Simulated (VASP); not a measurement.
Write the native input for VASP 6.6.1 that does the following.

```
Task                   : relaxation of cell and atoms
Functional             : PBE
Potentials or basis    : VASP PAW PBE potentials, release 64 (Sr_sv, Re)
Cutoff                 : 600 eV
k mesh                 : 8 × 8 × 8
Occupations            : gaussian, width 0.1 eV
Spin                   : no spin polarisation
Dipole correction      : no
Further INCAR settings : ALGO = Normal; EDIFF = 1e-06; IBRION = 2; EDIFFG = -0.01; NSW = 100; ISIF = 3
```

The structure of SrRe6 lies in POSCAR:

```
SrRe6
1.0
   -3.4691825500      3.4691825500      3.4691825500
    3.4691825500     -3.4691825500      3.4691825500
    3.4691825500      3.4691825500     -3.4691825500
Sr Re
1 6
Direct
    0.0000000000      0.0000000000      0.0000000000
    0.7500000000      0.2500000000      0.5000000000
    0.2500000000      0.7500000000      0.5000000000
    0.5000000000      0.2500000000      0.7500000000
    0.7500000000      0.5000000000      0.2500000000
    0.5000000000      0.7500000000      0.2500000000
    0.2500000000      0.5000000000      0.7500000000
```

The input as run:

INCAR

```
PREC = Accurate
ENCUT = 600
EDIFF = 1E-6
ISMEAR = 0
SIGMA = 0.1
LREAL = F
LASPH = T
NELM = 100
ALGO = Normal
ISIF = 3
LWAVE = F
LCHARG = F
GGA = PE
IBRION = 2
NSW = 100
EDIFFG = -0.01
```

KPOINTS

```
regular mesh
0
Gamma
  8 8 8
```

Potentials or basis: VASP PAW PBE potentials, release 64 (Sr_sv, Re).

Launch:

```console
$ cat potpaw_PBE.64/Sr_sv/POTCAR potpaw_PBE.64/Re/POTCAR > POTCAR
$ mpirun -np 1 vasp_std > vasp.out
```

Results of the run:

```json
{
  "Relaxed volume": "23.68 Å³/atom",
  "Relaxed cell": "a = 5.993 Å, b = 5.993 Å, c = 5.993 Å, α = 109.47°, β = 109.47°, γ = 109.47°",
  "Space group after relaxing (to 0.05 Å)": "Im-3m (No. 229)",
  "Energy gained by relaxing": "0.7 meV/atom",
  "Ionic steps": "3",
  "Pressure after relaxing": "0.0 GPa",
  "Band gap on the k mesh": "zero (band 26 reaches 4.85 eV, above the bottom of band 27 at 2.80 eV)"
}
```

Caveat: spin-orbit coupling is left out, which moves the levels of the heavy elements.

It took 6.8 min on 1 thread of Intel(R) Xeon(R) Platinum 8488C (Sapphire Rapids), with other jobs on the host, peak memory 0.45 GiB.
